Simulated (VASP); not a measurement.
Input of a VASP 6.6.1 run:

Contents of POSCAR:

```
LiF
1.0
    0.0000000000      2.0273381371      2.0273381371
    2.0273381371      0.0000000000      2.0273381371
    2.0273381371      2.0273381371      0.0000000000
F Li
1 1
Direct
    0.5000000000      0.5000000000      0.5000000000
    0.0000000000      0.0000000000      0.0000000000
```

File INCAR.step1:

```
PREC = Accurate ; ENCUT = 520
ISMEAR = -1 ; SIGMA = 0.05
LREAL = False ; LASPH = True
NELM = 60 ; NBANDS = 12
GGA = PE ; ALGO = Normal
EDIFF = 1E-4 ; LWAVE = True
LCHARG = False
```

File INCAR.step2:

```
PREC = Accurate ; ENCUT = 520
EDIFF = 1E-6 ; ISMEAR = -1
SIGMA = 0.05 ; LREAL = False
LASPH = True ; NELM = 60
ALGO = Normal ; ISIF = 2
LWAVE = False ; LCHARG = False
METAGGA = R2SCAN ; LMIXTAU = True
NBANDS = 12 ; ISTART = 1
```

Contents of KPOINTS:

```
regular mesh
0
Gamma
  11 11 11
```

Potentials or basis: VASP PAW PBE potentials, release 64 (F, Li_sv).

The run is started by

```bash
$ cat potpaw_PBE.64/F/POTCAR potpaw_PBE.64/Li_sv/POTCAR > POTCAR
$ cp INCAR.step1 INCAR
$ mpirun -np 1 vasp_std > vasp.out
$ cp INCAR.step2 INCAR
$ mpirun -np 1 vasp_std > vasp.out
```

Question: Estimate the band gap on the k mesh.

Answer: 10.07 eV, direct.

Caveat: the PAW data sets were made with another functional, which shifts forces and pressure a little. r2SCAN opens gaps a little over a GGA but as a rule still falls short of measured ones.
